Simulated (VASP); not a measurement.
# Ca2Te2H5 (P4/mmm) in VASP: further runs

Runs on Ca2Te2H5. Level: PBE. Tasks: single point.

Program: VASP 6.6.1. These are calculated values, not measurements. Logs are shortened: lines on timing, memory, paths and dates and some standing lists are left out, and cuts for length are marked.

## 1. The cell of the first run

It takes space group P4/mmm (No. 123, tetragonal). The conventional cell has a = 4.153 Å, b = 4.153 Å, c = 8.287 Å, α = 90.00°, β = 90.00°, γ = 90.00°. Within 3.6 Å of Ca (site symmetry 4/mmm) lie 8 H at 2.77 Å. Ca (site symmetry 4/mmm) has 12 H at 2.94 to 3.11 Å and 8 Te at 3.56 Å within 3.9 Å. Within 2.7 Å of Te (site symmetry 4mm) lie 5 H at 2.02 to 2.10 Å. Within 2.8 Å of H (site symmetry 2mm) lie 2 Te at 2.10 Å and 2 Ca at 2.77 Å. Within 2.7 Å of H (site symmetry 4/mmm) lie 2 Te at 2.02 Å.

## 2. Single point, PBE

The input, INCAR:

```
PREC = Accurate ; ENCUT = 520
EDIFF = 1E-7 ; ISMEAR = 0
SIGMA = 0.1 ; LREAL = False
LASPH = True ; NELM = 60
ALGO = Normal ; ISIF = 2
LWAVE = False ; LCHARG = False
GGA = PE ; NBANDS = 28
```

The input, KPOINTS:

```
Automatic mesh
0
Gamma
  4 4 2
```

The input, POSCAR:

```
Ca2Te2H5
1.0
    4.1533039200      0.0000000000      0.0000000000
    0.0000000000      4.1533039200      0.0000000000
    0.0000000000      0.0000000000      8.2866813700
Ca Te H
2 2 5
Direct
    0.0000000000      0.0000000000      0.0000000000
    0.0000000000      0.0000000000      0.5000000000
    0.5000000000      0.5000000000      0.2566320000
    0.5000000000      0.5000000000      0.7433680000
    0.5000000000      0.0000000000      0.2209000000
    0.5000000000      0.0000000000      0.7791000000
    0.5000000000      0.5000000000      0.5000000000
    0.0000000000      0.5000000000      0.2209000000
    0.0000000000      0.5000000000      0.7791000000
```

Potentials or basis: VASP PAW PBE potentials, release 64 (Ca_sv, Te, H).

The run is started by

```bash
$ cat potpaw_PBE.64/Ca_sv/POTCAR potpaw_PBE.64/Te/POTCAR potpaw_PBE.64/H/POTCAR > POTCAR
$ mpirun -np 1 vasp_std > vasp.out
```

OUTCAR:

```text
PREC = Accurate
   ENCUT = 520
   EDIFF = 1E-7
   ISMEAR = 0
   LREAL = False
   LASPH = True
   NELM = 60
   ISIF = 2
   GGA = PE

 ion  position               nearest neighbor table
   1  0.000  0.000  0.000-
   2  0.000  0.000  0.500-
   3  0.500  0.500  0.257-   7 2.02   5 2.10   8 2.10   5 2.10   8 2.10
   4  0.500  0.500  0.743-   7 2.02   6 2.10   9 2.10   6 2.10   9 2.10
   5  0.500  0.000  0.221-   3 2.10   3 2.10
   6  0.500  0.000  0.779-   4 2.10   4 2.10
   7  0.500  0.500  0.500-   3 2.02   4 2.02
   8  0.000  0.500  0.221-   3 2.10   3 2.10
   9  0.000  0.500  0.779-   4 2.10   4 2.10

  LATTYP: Found a simple tetragonal cell.
 ALAT       =     4.1533039200
 C/A-ratio  =     1.9952022606

  Lattice vectors:

 A1 = (   4.1533039200,   0.0000000000,   0.0000000000)
 A2 = (   0.0000000000,   4.1533039200,   0.0000000000)
 A3 = (   0.0000000000,   0.0000000000,   8.2866813700)

Analysis of symmetry for initial positions (statically):
=====================================================================
 Subroutine PRICEL returns:
 Original cell was already a primitive cell.

 Routine SETGRP: Setting up the symmetry group for a
 simple tetragonal supercell.

 Subroutine GETGRP returns: Found 16 space group operations
 (whereof 16 operations were pure point group operations)
 out of a pool of 16 trial point group operations.

The static configuration has the point symmetry D_4h.

Analysis of symmetry for dynamics (positions and initial velocities):
=====================================================================
 Subroutine PRICEL returns:
 Original cell was already a primitive cell.

 Routine SETGRP: Setting up the symmetry group for a
 simple tetragonal supercell.

 Subroutine GETGRP returns: Found 16 space group operations
 (whereof 16 operations were pure point group operations)
 out of a pool of 16 trial point group operations.

The dynamic configuration has the point symmetry D_4h.

 Subroutine INISYM returns: Found 16 space group operations
 (whereof 16 operations are pure point group operations),
 and found     1 'primitive' translations

----------------------------------------------------------------------------------------

                                     Primitive cell

  volume of cell :     142.9447

  direct lattice vectors                    reciprocal lattice vectors
     4.153303920  0.000000000  0.000000000     0.240772171  0.000000000  0.000000000
     0.000000000  4.153303920  0.000000000     0.000000000  0.240772171  0.000000000
     0.000000000  0.000000000  8.286681370     0.000000000  0.000000000  0.120675570

  length of vectors
     4.153303920  4.153303920  8.286681370     0.240772171  0.240772171  0.120675570

  position of ions in fractional coordinates (direct lattice)
     0.000000000  0.000000000  0.000000000
     0.000000000  0.000000000  0.500000000
     0.500000000  0.500000000  0.256632000
     0.500000000  0.500000000  0.743368000
     0.500000000  0.000000000  0.220900000
     0.500000000  0.000000000  0.779100000
     0.500000000  0.500000000  0.500000000
     0.000000000  0.500000000  0.220900000
     0.000000000  0.500000000  0.779100000

  ion indices of the primitive-cell ions
   primitive index   ion index
                 1           1
                 2           2
                 3           3
                 4           4
                 5           5
                 6           6
                 7           7
                 8           8
                 9           9

----------------------------------------------------------------------------------------

 KPOINTS: Automatic mesh

Automatic generation of k-mesh.
 Grid dimensions read from file:
 generate k-points for:    4    4    2

 Generating k-lattice:

  Cartesian coordinates                     Fractional coordinates (reciprocal lattice)
     0.060193043  0.000000000  0.000000000     0.250000000  0.000000000  0.000000000
     0.000000000  0.060193043  0.000000000     0.000000000  0.250000000  0.000000000
     0.000000000  0.000000000  0.060337785     0.000000000  0.000000000  0.500000000

  Length of vectors
     0.060193043  0.060193043  0.060337785

  Shift w.r.t. Gamma in fractional coordinates (k-lattice)
     0.000000000  0.000000000  0.000000000

 Subroutine IBZKPT returns following result:
 ===========================================

 Found     12 irreducible k-points:

 Following reciprocal coordinates:
            Coordinates               Weight
  0.000000  0.000000  0.000000      1.000000
  0.250000  0.000000  0.000000      4.000000
  0.500000  0.000000  0.000000      2.000000
  0.250000  0.250000  0.000000      4.000000
  0.500000  0.250000  0.000000      4.000000
  0.500000  0.500000  0.000000      1.000000
  0.000000  0.000000  0.500000      1.000000
  0.250000  0.000000  0.500000      4.000000
  0.500000  0.000000  0.500000      2.000000
  0.250000  0.250000  0.500000      4.000000
  0.500000  0.250000  0.500000      4.000000
  0.500000  0.500000  0.500000      1.000000
   k-points           NKPTS =     12   k-points in BZ     NKDIM =     12   number of bands    NBANDS=     28
   number of dos      NEDOS =    301   number of ions     NIONS =      9
   total plane-waves  NPLWV =  65536
   dimension x,y,z NGX =    32 NGY =   32 NGZ =   64
   dimension x,y,z NGXF=    64 NGYF=   64 NGZF=  128
   ions per type =               2   2   5
   NGX,Y,Z   is equivalent  to a cutoff of  12.81, 12.81, 12.84 a.u.
   NGXF,Y,Z  is equivalent  to a cutoff of  25.62, 25.62, 25.68 a.u.
 SYSTEM =  unknown system
   PREC   = accura    normal or accurate (medium, high low for compatibility)
   ISTART =      0    job   : 0-new  1-cont  2-samecut
   ICHARG =      2    charge: 1-file 2-atom 10-const
   ISPIN  =      1    spin polarized calculation?
   LNONCOLLINEAR =      F non collinear calculations
   LSORBIT =      F    spin-orbit coupling
   LASPH  =      T    aspherical Exc in radial PAW
   ENCUT  =  520.0 eV  38.22 Ry    6.18 a.u.   7.72  7.72 15.41*2*pi/ulx,y,z
   NELM   =     60;   NELMIN=  2; NELMDL= -5     # of ELM steps
   EDIFF  = 0.1E-06   stopping-criterion for ELM
   LREAL  =      F    real-space projection
   EDIFFG = 0.1E-05   stopping-criterion for IOM
   NSW    =      0    number of steps for IOM
   IBRION =     -1    ionic relax: 0-MD 1-quasi-New 2-CG
   NFREE  =      0    steps in history (QN), initial steepest desc. (CG)
   ISIF   =      2    stress and relaxation
   ISYM   =      2    0-nonsym 1-usesym 2-fastsym
   POTIM  = 0.5000    time-step for ionic-motion
   TEBEG  =    0.0;   TEEND  =   0.0 temperature during run
   PSTRESS=    0.0 pullay stress
   NELECT =      37.0000    total number of electrons
   NUPDOWN=      -1.0000    fix difference up-down
   EMIN   =  10.00;   EMAX   =-10.00  energy-range for DOS
   EFERMI =   0.00;   METHOD = LEGACY
   ISMEAR =     0;   SIGMA  =   0.10  broadening in eV -4-tet -1-fermi 0-gaus
   EFERMI_NEDOS =   21; number of points for ismear=-14 and -15
   IALGO  =     38    algorithm
   IMIX   =      4    mixing-type and parameters
     AMIX     =   0.40;   BMIX     =  1.00
     AMIX_MAG =   1.60;   BMIX_MAG =  1.00
  volume/ion in A,a.u.               =      15.88       107.18
  Fermi-wavevector in a.u.,A,eV,Ry     =   1.043324  1.971597 14.810294  1.088526
  Thomas-Fermi vector in A             =   2.178029
   LORBIT       =      0    0 simple, 1 ext, 2 COOP (PROOUT), +10 PAW based schemes
   GGA     = PE    functional components
   LHFCALC =     F    Hartree Fock is set to
   AEXX    =    0.0000 exact exchange contribution
   IVDW    =     0    specifies the selected vdW correction
   LEPSILON=     F    determine dielectric tensor
   LRPA    =     F    only Hartree local field effects (RPA)
 non-spin polarized calculation
 Gauss-broadening in eV      SIGMA  =   0.10
  energy-cutoff  :      520.00
  volume of cell :      142.94
 maximum number of plane-waves:      3886
 NGX is ok and might be reduce to    32
   NGX = 15   NGY = 15   NGZ = 31

 number of electron      37.0000010 magnetization

 Free energy of the ion-electron system (eV)
  ---------------------------------------------------
  ext. energy  EPLUGINS =         0.00000000
  ---------------------------------------------------
  free energy    TOTEN  =       -24.41587773 eV

  energy without entropy =      -24.38957925  energy(sigma->0) =      -24.40272849

 E-fermi :   5.7836     XC(G=0):  -9.1890

 val. band max:        5.7597413028   @ k =   0.5000   0.5000   0.0000
 cond. band min:       5.7882839851   @ k =   0.5000   0.2500   0.5000
 fundamental gap:      0.0285426823
 Fermi energy:         5.7836359434

 k-point     1 :       0.0000    0.0000    0.0000
  band No.  band energies     occupation
      1     -36.9114      2.00000
      2     -36.7135      2.00000
      3     -17.9456      2.00000
      4     -17.8879      2.00000
      5     -17.8879      2.00000
      6     -17.7499      2.00000
[... 20 lines left out ...]
     27       8.2468      0.00000
     28       8.6057      0.00000

 k-point     2 :       0.2500    0.0000    0.0000
  band No.  band energies     occupation
      1     -36.9103      2.00000
      2     -36.7125      2.00000
      3     -17.9419      2.00000
      4     -17.9115      2.00000
      5     -17.8858      2.00000
      6     -17.7463      2.00000
[... 20 lines left out ...]
     27       8.3427      0.00000
     28       8.3784      0.00000

 k-point     3 :       0.5000    0.0000    0.0000
  band No.  band energies     occupation
      1     -36.9093      2.00000
      2     -36.7115      2.00000
      3     -17.9381      2.00000
      4     -17.9348      2.00000
      5     -17.8837      2.00000
      6     -17.7428      2.00000
[... 244 lines left out ...]
      3     -17.9329      2.00000
      4     -17.9302      2.00000
      5     -17.9047      2.00000
      6     -17.7424      2.00000
[... 20 lines left out ...]
     27       8.7224      0.00000
     28       8.8347      0.00000

 k-point    12 :       0.5000    0.5000    0.5000
  band No.  band energies     occupation
      1     -36.9072      2.00000
      2     -36.7094      2.00000
      3     -17.9302      2.00000
      4     -17.9256      2.00000
      5     -17.9256      2.00000
      6     -17.7393      2.00000
[... 20 lines left out ...]
     27       8.9798      0.00000
     28       9.1707      0.00000

------------------------ aborting loop because EDIFF is reached ----------------------------------------

  FORCE on cell =-STRESS in cart. coord.  units (eV):
  Direction    XX          YY          ZZ          XY          YZ          ZX
  --------------------------------------------------------------------------------------
  -------------------------------------------------------------------------------------
  Total        0.3293048      0.3293048      3.6355978      0.0000000      0.0000000      0.0000000
  in kB        3.6909704      3.6909704     40.7491306      0.0000000      0.0000000      0.0000000
  external PRESSURE =      16.0436905 kB  Pullay stress =       0.0000000 kB

 VOLUME and BASIS-vectors are now :
 -----------------------------------------------------------------------------
  energy-cutoff  :      520.00
  volume of cell :      142.94
      direct lattice vectors                 reciprocal lattice vectors
     4.153303920  0.000000000  0.000000000     0.240772171  0.000000000  0.000000000
     0.000000000  4.153303920  0.000000000     0.000000000  0.240772171  0.000000000
     0.000000000  0.000000000  8.286681370     0.000000000  0.000000000  0.120675570

 POSITION                                       TOTAL-FORCE (eV/Angst)
 -----------------------------------------------------------------------------------
      0.00000      0.00000      0.00000        -0.000000     -0.000000      0.000000
      0.00000      0.00000      4.14334        -0.000000     -0.000000      0.000000
      2.07665      2.07665      2.12663        -0.000000     -0.000000     -1.079366
      2.07665      2.07665      6.16005         0.000000      0.000000      1.079366
      2.07665      0.00000      1.83053        -0.000000     -0.000000     -0.155873
      2.07665      0.00000      6.45615        -0.000000     -0.000000      0.155873
      2.07665      2.07665      4.14334        -0.000000     -0.000000      0.000000
      0.00000      2.07665      1.83053        -0.000000     -0.000000     -0.155873
      0.00000      2.07665      6.45615         0.000000     -0.000000      0.155873
 -----------------------------------------------------------------------------------
    total drift:                                0.000000     -0.000000      0.000000

  FREE ENERGIE OF THE ION-ELECTRON SYSTEM (eV)
  ---------------------------------------------------
  free  energy   TOTEN  =       -24.4158777339 eV

  energy  without entropy=      -24.3895792511  energy(sigma->0) =      -24.40272849
```

It took 57 s on 1 thread of AMD EPYC 7R13 (Zen 3), shared host; peak memory 0.23 GiB.

What came out:

| Property | Result |
| --- | --- |
| Free energy | -24.4159 eV |
| Pressure | 1.6 GPa |
| Largest force | 1.079 eV/Å |

Forces in eV/Å, atoms in the order of the input:
```
Ca   0.000  0.000  0.000
Ca   0.000  0.000  0.000
Te   0.000  0.000 -1.079
Te   0.000  0.000  1.079
H    0.000  0.000 -0.156
H    0.000  0.000  0.156
H    0.000  0.000  0.000
H    0.000  0.000 -0.156
H    0.000  0.000  0.156
```

Stress tensor (GPa, compression positive):
```
0.37 0.00 0.00
0.00 0.37 0.00
0.00 0.00 4.07
```

Caveat: the k points lie up to 0.38 Å⁻¹ apart; spin-orbit coupling is left out, which moves the levels of the heavy elements; forces of over 1 eV/Å act on the atoms, so gaps and moduli don't describe the material at rest.

## 3. Single point, PBE

This run uses another cell than the first one, of 19.11 Å³/atom, 1.203 times its volume.

The input, INCAR:

```
SYSTEM = Ca2Te2H5
  PREC = Accurate
  ENCUT = 520
  EDIFF = 1E-6
  ISMEAR = 0
  SIGMA = 0.1
  LREAL = .False.
  LASPH = .True.
  NELM = 60
  ALGO = Normal
  ISIF = 2
  LWAVE = .False.
  LCHARG = .False.
  GGA = PE
  NBANDS = 28
```

The input, KPOINTS:

```
Automatic mesh
0
Gamma
  4 4 2
  0 0 0
```

The input, POSCAR:

```
Ca2Te2H5
1.0
    4.0232985355      0.0000000000      0.0000000000
    0.0000000000      4.0232985355      0.0000000000
    0.0000000000      0.0000000000     10.6264308781
Ca Te H
2 2 5
Direct
    0.0000000000      0.0000000000      0.0000000000
    0.0000000000      0.0000000000      0.5000000000
    0.5000000000      0.5000000000      0.1829335972
    0.5000000000      0.5000000000      0.8170664028
    0.5000000000      0.0000000000      0.1449111117
    0.5000000000      0.0000000000      0.8550888883
    0.5000000000      0.5000000000      0.5000000000
    0.0000000000      0.5000000000      0.1449111117
    0.0000000000      0.5000000000      0.8550888883
```

Potentials or basis: VASP PAW PBE potentials, release 64 (Ca_sv, Te, H).

The run is started by

```bash
$ cat potpaw_PBE.64/Ca_sv/POTCAR potpaw_PBE.64/Te/POTCAR potpaw_PBE.64/H/POTCAR > POTCAR
$ mpirun -np 1 vasp_std > vasp.out
```

Wall time 51 s (1 thread of AMD EPYC 7R13 (Zen 3), shared host); peak memory 0.24 GiB.

Results (log left out):

* Free energy: -26.3150 eV
* Pressure: 0.0 GPa
* Largest force: 0.018 eV/Å

Forces on the atoms (eV/Å):
```
Ca   0.000  0.000  0.000
Ca   0.000  0.000  0.000
Te   0.000  0.000  0.018
Te   0.000  0.000 -0.018
H    0.000  0.000  0.004
H    0.000  0.000 -0.004
H    0.000  0.000  0.000
H    0.000  0.000  0.004
H    0.000  0.000 -0.004
```

Stress tensor (GPa, compression positive):
```
 0.06  0.00  0.00
 0.00  0.06  0.00
 0.00  0.00 -0.09
```

Levels at points of the mesh, in eV from the Fermi level:
```tsv
k point	band 15	band 16	band 17	band 18	band 19	band 20	band 21	band 22
(0.00, 0.00, 0.00)	-3.52	-2.42	-2.42	-2.38	-2.38	-1.18	-0.26	0.70
(0.50, 0.00, 0.00)	-2.82	-2.26	-1.85	-1.67	-1.18	-1.11	0.36	1.43
(0.50, 0.50, 0.00)	-3.96	-2.63	-1.62	-0.35	0.86	0.86	1.06	1.06
(0.00, 0.00, 0.50)	-2.67	-2.42	-2.42	-2.37	-2.37	-1.16	-0.28	0.71
(0.50, 0.00, 0.50)	-2.66	-2.25	-1.96	-1.68	-0.80	-0.71	-0.24	1.11
(0.50, 0.50, 0.50)	-3.49	-3.47	-1.09	-0.19	0.51	0.76	0.76	1.21
```

Caveat: the k points lie up to 0.39 Å⁻¹ apart; spin-orbit coupling is left out, which moves the levels of the heavy elements.
